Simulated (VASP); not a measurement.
# Cu5Pt11 (P1) in VASP: single point with r2SCAN

Aim: the single point of Cu5Pt11 with r2SCAN.

Everything below comes from runs of VASP 6.6.1. Logs are shortened: lines on timing, memory, paths and dates and some standing lists are left out, and cuts for length are marked.

### 1 The cell of the first run

The typed cell holds 16 atoms: a = 5.417 Å, b = 5.417 Å, c = 8.969 Å, α = 89.91°, β = 90.09°, γ = 119.86°.

### 2 Single point, r2SCAN

File POSCAR:

```
Cu5Pt11
1.0
    2.7139731023     -4.6879255778     -0.0041021658
    2.7140725998      4.6879830227      0.0043707682
    0.0004297638      0.0078269611      8.9688463304
Cu Pt
5 11
Direct
    0.3349300958      0.1637091152      0.1222250486
    0.8329158780      0.6652663240      0.6274078403
    0.1677197549      0.3303199984      0.8762382067
    0.6613784172      0.8372928155      0.3755305890
    0.6679572435      0.8309002073      0.8730644315
    0.3345951752      0.1636446897      0.6296366830
    0.8358873625      0.1592422762      0.1211128274
    0.8371387176      0.1634700025      0.6279120349
    0.3389528198      0.6624938961      0.1211835767
    0.3347105411      0.6611381923      0.6278995221
    0.8346327311      0.6642060090      0.1232458761
    0.6580976045      0.3377160890      0.3750926366
    0.6657768393      0.3332902297      0.8761015589
    0.1595320336      0.3389897169      0.3739013805
    0.1606435337      0.8403453561      0.3750940128
    0.1652159688      0.8324859127      0.8760100821
```

File INCAR.step1:

```
SYSTEM = Cu5Pt11
PREC = Accurate ; ENCUT = 520
ISMEAR = 0 ; SIGMA = 0.1
LREAL = Auto ; LASPH = .TRUE.
NELM = 100 ; NBANDS = 96
ISYM = 0 ; GGA = PE
ALGO = Normal ; EDIFF = 1E-4
LWAVE = .TRUE. ; LCHARG = .FALSE.
```

File INCAR.step2:

```
SYSTEM = Cu5Pt11
PREC = Accurate ; ENCUT = 520
EDIFF = 1E-6 ; ISMEAR = 0
SIGMA = 0.1 ; LREAL = Auto
LASPH = .TRUE. ; NELM = 100
ALGO = Normal ; ISIF = 2
LWAVE = .FALSE. ; LCHARG = .TRUE.
METAGGA = R2SCAN ; LMIXTAU = .TRUE.
LELF = .TRUE. ; LVHAR = .TRUE.
NBANDS = 96 ; ISYM = 0
ISTART = 1
```

File KPOINTS:

```
Automatic mesh
0
Gamma
  3 3 2
  0 0 0.5
```

Potentials or basis: VASP PAW PBE potentials, release 64 (Cu, Pt).

Started as:

```console
cat potpaw_PBE.64/Cu/POTCAR potpaw_PBE.64/Pt/POTCAR > POTCAR
cp INCAR.step1 INCAR
mpirun -np 1 vasp_std > vasp.out
cp INCAR.step2 INCAR
mpirun -np 1 vasp_std > vasp.out
```

OUTCAR:

```text
SYSTEM = Cu5Pt11
   PREC = Accurate
   ENCUT = 520
   EDIFF = 1E-6
   ISMEAR = 0
   LREAL = Auto
   LASPH = .TRUE.
   NELM = 100
   ISIF = 2
   METAGGA = R2SCAN
   ISYM = 0
   ISTART = 1

 ion  position               nearest neighbor table
   1  0.335  0.164  0.122-   9 2.69   7 2.69  13 2.70   3 2.70  16 2.70  11 2.71  11 2.71   7 2.73
                             9 2.73  12 2.73  15 2.73  14 2.79
   2  0.833  0.665  0.627-   8 2.69  10 2.69   5 2.70   6 2.71   6 2.71  13 2.72  16 2.72  10 2.73
                             8 2.73  12 2.74  15 2.74   4 2.77
   3  0.168  0.330  0.876-  13 2.69  16 2.69   7 2.69   9 2.70   1 2.70   6 2.71   5 2.71   8 2.71
                            10 2.71   5 2.72  16 2.73  13 2.73
   4  0.661  0.837  0.376-  15 2.70  12 2.70  14 2.71  14 2.71  12 2.72  15 2.72   8 2.74  10 2.74
                             7 2.74   9 2.74   2 2.77  11 2.79
   5  0.668  0.831  0.873-  16 2.69  13 2.69   2 2.70   8 2.70  10 2.70   7 2.71   9 2.71   3 2.71
                             3 2.72  13 2.73  16 2.73  11 2.73
   6  0.335  0.164  0.630-   8 2.69  10 2.69  16 2.70  13 2.70   3 2.71   2 2.71   2 2.71  10 2.72
                             8 2.72  15 2.74  12 2.74  14 2.82
   7  0.836  0.159  0.121-  11 2.68   1 2.69   3 2.69   9 2.70   5 2.71  13 2.72   1 2.73  14 2.73
                             9 2.73   4 2.74  11 2.74  12 2.83
   8  0.837  0.163  0.628-   2 2.69   6 2.69   5 2.70  10 2.70   3 2.71   6 2.72  10 2.73   2 2.73
                             4 2.74  14 2.74  13 2.74  12 2.81
   9  0.339  0.662  0.121-  11 2.68   1 2.69   3 2.70   7 2.70   5 2.71  16 2.72   1 2.73  14 2.73
                             7 2.73  11 2.74   4 2.74  15 2.83
  10  0.335  0.661  0.628-   2 2.69   6 2.69   5 2.70   8 2.70   3 2.71   6 2.72   8 2.73   2 2.73
                             4 2.74  14 2.74  16 2.74  15 2.81
  11  0.835  0.664  0.123-   7 2.68   9 2.68  16 2.71  13 2.71   1 2.71   1 2.71  15 2.73  12 2.73
                             5 2.73   9 2.74   7 2.74   4 2.79
  12  0.658  0.338  0.375-   4 2.70  15 2.70  14 2.70  14 2.71   4 2.72  15 2.73   1 2.73  11 2.73
                             2 2.74   6 2.74   8 2.81   7 2.83
  13  0.666  0.333  0.876-   5 2.69   3 2.69   1 2.70   6 2.70  11 2.71  16 2.71  16 2.72   2 2.72
                             7 2.72   3 2.73   5 2.73   8 2.74
  14  0.160  0.339  0.374-  12 2.70  15 2.70  12 2.71  15 2.71   4 2.71   4 2.71   9 2.73   7 2.73
                            10 2.74   8 2.74   1 2.79   6 2.82
  15  0.161  0.840  0.375-   4 2.70  12 2.70  14 2.70  14 2.71   4 2.72  12 2.73  11 2.73   1 2.73
                             2 2.74   6 2.74  10 2.81   9 2.83
  16  0.165  0.832  0.876-   5 2.69   3 2.69   6 2.70   1 2.70  11 2.71  13 2.71  13 2.72   2 2.72
                             9 2.72   3 2.73   5 2.73  10 2.74

IMPORTANT INFORMATION: All symmetrisations will be switched off!
NOSYMM: (Re-)initialisation of all symmetry stuff for point group C_1.

----------------------------------------------------------------------------------------

                                     Primitive cell

  volume of cell :     228.2249

  direct lattice vectors                    reciprocal lattice vectors
     2.713973102 -4.687925578 -0.004102166     0.184229492 -0.106658361  0.000084251
     2.714072600  4.687983023  0.004370768     0.184227244  0.106654467 -0.000101903
     0.000429764  0.007826961  8.968846330    -0.000005516 -0.000100759  0.111497148

  length of vectors
     5.416854535  5.416954310  8.968849756     0.212876769  0.212872880  0.111497194

  position of ions in fractional coordinates (direct lattice)
     0.334930096  0.163709115  0.122225049
     0.832915878  0.665266324  0.627407840
     0.167719755  0.330319998  0.876238207
     0.661378417  0.837292815  0.375530589
     0.667957243  0.830900207  0.873064431
     0.334595175  0.163644690  0.629636683
[... 8 lines left out ...]
     0.160643534  0.840345356  0.375094013
     0.165215969  0.832485913  0.876010082

  ion indices of the primitive-cell ions
   primitive index   ion index
                 1           1
                 2           2
                 3           3
                 4           4
                 5           5
                 6           6
[... 8 lines left out ...]
                15          15
                16          16

----------------------------------------------------------------------------------------

 KPOINTS: Automatic mesh

Automatic generation of k-mesh.
 Grid dimensions read from file:
 generate k-points for:    3    3    2

 Generating k-lattice:

  Cartesian coordinates                     Fractional coordinates (reciprocal lattice)
     0.061409831 -0.035552787  0.000028084     0.333333333 -0.000000000  0.000000000
     0.061409081  0.035551489 -0.000033968    -0.000000000  0.333333333  0.000000000
    -0.000002758 -0.000050380  0.055748574     0.000000000 -0.000000000  0.500000000

  Length of vectors
     0.070958923  0.070957627  0.055748597

  Shift w.r.t. Gamma in fractional coordinates (k-lattice)
     0.000000000  0.000000000  0.500000000

 Subroutine IBZKPT returns following result:
 ===========================================

 Found      9 irreducible k-points:

 Following reciprocal coordinates:
            Coordinates               Weight
  0.000000  0.000000  0.250000      2.000000
  0.333333 -0.000000  0.250000      2.000000
 -0.333333  0.000000  0.250000      2.000000
  0.000000  0.333333  0.250000      2.000000
  0.333333  0.333333  0.250000      2.000000
 -0.333333  0.333333  0.250000      2.000000
  0.000000 -0.333333  0.250000      2.000000
  0.333333 -0.333333  0.250000      2.000000
 -0.333333 -0.333333  0.250000      2.000000
   k-points           NKPTS =      9   k-points in BZ     NKDIM =      9   number of bands    NBANDS=     96
   number of dos      NEDOS =    301   number of ions     NIONS =     16
   total plane-waves  NPLWV = 112000
   dimension x,y,z NGX =    40 NGY =   40 NGZ =   70
   dimension x,y,z NGXF=    80 NGYF=   80 NGZF=  140
   ions per type =               5  11
   NGX,Y,Z   is equivalent  to a cutoff of  12.28, 12.28, 12.98 a.u.
   NGXF,Y,Z  is equivalent  to a cutoff of  24.55, 24.55, 25.95 a.u.
 SYSTEM =  Cu5Pt11
   PREC   = accura    normal or accurate (medium, high low for compatibility)
   ISTART =      1    job   : 0-new  1-cont  2-samecut
   ICHARG =      0    charge: 1-file 2-atom 10-const
   ISPIN  =      1    spin polarized calculation?
   LNONCOLLINEAR =      F non collinear calculations
   LSORBIT =      F    spin-orbit coupling
   LASPH  =      T    aspherical Exc in radial PAW
   ENCUT  =  520.0 eV  38.22 Ry    6.18 a.u.  10.07 10.07 16.68*2*pi/ulx,y,z
   NELM   =    100;   NELMIN=  2; NELMDL=  0     # of ELM steps
   EDIFF  = 0.1E-05   stopping-criterion for ELM
   LREAL  =      T    real-space projection
   EDIFFG = 0.1E-04   stopping-criterion for IOM
   NSW    =      0    number of steps for IOM
   IBRION =     -1    ionic relax: 0-MD 1-quasi-New 2-CG
   NFREE  =      0    steps in history (QN), initial steepest desc. (CG)
   ISIF   =      2    stress and relaxation
   ISYM   =      0    0-nonsym 1-usesym 2-fastsym
   POTIM  = 0.5000    time-step for ionic-motion
   TEBEG  =    0.0;   TEEND  =   0.0 temperature during run
   PSTRESS=    0.0 pullay stress
   NELECT =     165.0000    total number of electrons
   NUPDOWN=      -1.0000    fix difference up-down
   EMIN   =  10.00;   EMAX   =-10.00  energy-range for DOS
   EFERMI =   0.00;   METHOD = LEGACY
   ISMEAR =     0;   SIGMA  =   0.10  broadening in eV -4-tet -1-fermi 0-gaus
   EFERMI_NEDOS =   21; number of points for ismear=-14 and -15
   IALGO  =     38    algorithm
   IMIX   =      4    mixing-type and parameters
     AMIX     =   0.40;   BMIX     =  1.00
     AMIX_MAG =   1.60;   BMIX_MAG =  1.00
  volume/ion in A,a.u.               =      14.26        96.26
  Fermi-wavevector in a.u.,A,eV,Ry     =   1.469316  2.776604 29.373462  2.158889
  Thomas-Fermi vector in A             =   2.584708
   LORBIT       =      0    0 simple, 1 ext, 2 COOP (PROOUT), +10 PAW based schemes
   METAGGA = R2SCAN    functional components
   LHFCALC =     F    Hartree Fock is set to
   AEXX    =    0.0000 exact exchange contribution
   IVDW    =     0    specifies the selected vdW correction
   LEPSILON=     F    determine dielectric tensor
   LRPA    =     F    only Hartree local field effects (RPA)
 non-spin polarized calculation
 Gauss-broadening in eV      SIGMA  =   0.10
  energy-cutoff  :      520.00
  volume of cell :      228.22
 maximum number of plane-waves:      6166
   NGX = 21   NGY = 21   NGZ = 33

 number of electron     165.0000007 magnetization

 Free energy of the ion-electron system (eV)
  ---------------------------------------------------
  ext. energy  EPLUGINS =         0.00000000
  ---------------------------------------------------
  free energy    TOTEN  =      -622.80469276 eV

  energy without entropy =     -622.73116419  energy(sigma->0) =     -622.76792848

 E-fermi :   9.5890     XC(G=0): -14.2459

 val. band max:        9.5715096263   @ k =  -0.3333   0.0000   0.2500
 cond. band min:       9.6155877240   @ k =   0.3333   0.3333   0.2500
 fundamental gap:      0.0440780977
 Fermi energy:         9.5890052424

 k-point     1 :       0.0000    0.0000    0.2500
  band No.  band energies     occupation
      1      -0.1743      2.00000
      2       0.9536      2.00000
      3       2.2520      2.00000
      4       2.6704      2.00000
      5       2.7942      2.00000
      6       2.8917      2.00000
[... 86 lines left out ...]
     93      12.3936      0.00000
     94      12.9337      0.00000

 k-point     2 :       0.3333   -0.0000    0.2500
  band No.  band energies     occupation
      1       0.7816      2.00000
      2       1.7534      2.00000
      3       2.8452      2.00000
      4       2.9363      2.00000
      5       3.1517      2.00000
      6       3.2848      2.00000
[... 668 lines left out ...]
     93      13.3372      0.00000
     94      14.1367      0.00000

 k-point     9 :      -0.3333   -0.3333    0.2500
  band No.  band energies     occupation
      1       2.1872      2.00000
      2       2.2578      2.00000
      3       2.5576      2.00000
      4       3.0260      2.00000
      5       3.1612      2.00000
      6       3.2277      2.00000
[... 86 lines left out ...]
     93      14.4059      0.00000
     94      14.6470      0.00000
 [bands above 94 left out]

------------------------ aborting loop because EDIFF is reached ----------------------------------------

  FORCE on cell =-STRESS in cart. coord.  units (eV):
  Direction    XX          YY          ZZ          XY          YZ          ZX
  --------------------------------------------------------------------------------------
  -------------------------------------------------------------------------------------
  Total        1.0369198      1.0263972      1.1461284     -0.0052696     -0.0320089     -0.0016217
  in kB        7.2793509      7.2054806      8.0460135     -0.0369932     -0.2247081     -0.0113849
  external PRESSURE =       7.5102817 kB  Pullay stress =       0.0000000 kB

 VOLUME and BASIS-vectors are now :
 -----------------------------------------------------------------------------
  energy-cutoff  :      520.00
  volume of cell :      228.22
      direct lattice vectors                 reciprocal lattice vectors
     2.713973102 -4.687925578 -0.004102166     0.184229492 -0.106658361  0.000084251
     2.714072600  4.687983023  0.004370768     0.184227244  0.106654467 -0.000101903
     0.000429764  0.007826961  8.968846330    -0.000005516 -0.000100759  0.111497148

 POSITION                                       TOTAL-FORCE (eV/Angst)
 -----------------------------------------------------------------------------------
      1.35336     -0.80171      1.09556         0.000365      0.019012      0.006859
      4.06636     -0.78098      5.62662         0.000262      0.009720     -0.006768
      1.35208      0.76914      7.85960         0.005128     -0.003973     -0.016404
      4.06760      0.82766      3.36902        -0.006193     -0.018690     -0.013142
      4.06832      0.77075      7.83127        -0.005931     -0.006764      0.013414
      1.35250     -0.79647      5.64646         0.002328      0.029749      0.026135
[... 8 lines left out ...]
      2.71690      3.18938      3.36717        -0.005181      0.008970     -0.000789
      2.70820      3.13502      7.85976         0.000646      0.018304      0.006397
 -----------------------------------------------------------------------------------
    total drift:                               -0.000629     -0.004695     -0.006632

  FREE ENERGIE OF THE ION-ELECTRON SYSTEM (eV)
  ---------------------------------------------------
  free  energy   TOTEN  =      -622.8046927640 eV

  energy  without entropy=     -622.7311641933  energy(sigma->0) =     -622.76792848
```

It took 13 min on 1 thread of Intel Xeon 6975P-C (Granite Rapids), shared host; peak memory 0.41 GiB.

What came out:

| Item | Value |
| --- | --- |
| Free energy | -622.8047 eV |
| Pressure | 0.8 GPa |
| Largest force | 0.046 eV/Å |
| Band gap on the k mesh | zero (an odd number of electrons rules out a gap without spin polarisation) |

Forces on the atoms (eV/Å):
```
Cu   0.000  0.019  0.007
Cu   0.000  0.010 -0.007
Cu   0.005 -0.004 -0.016
Cu  -0.006 -0.019 -0.013
Cu  -0.006 -0.007  0.013
Pt   0.002  0.030  0.026
Pt  -0.019 -0.010 -0.003
Pt   0.035 -0.025  0.012
Pt   0.032 -0.026 -0.015
Pt  -0.034 -0.030  0.012
Pt  -0.013  0.032 -0.010
Pt   0.010  0.013 -0.006
Pt  -0.001  0.018 -0.004
Pt  -0.001 -0.028 -0.001
Pt  -0.005  0.009 -0.001
Pt   0.001  0.018  0.006
```

Stress tensor (GPa, compression positive):
```
 0.73  0.00  0.00
 0.00  0.72 -0.02
 0.00 -0.02  0.80
```

Caveat: the k points lie up to 0.45 Å⁻¹ apart, too coarse for converged energies and pressures of a metal; the PAW data sets were made with another functional, which shifts forces and pressure a little; spin-orbit coupling is left out, which moves the levels of the heavy elements.
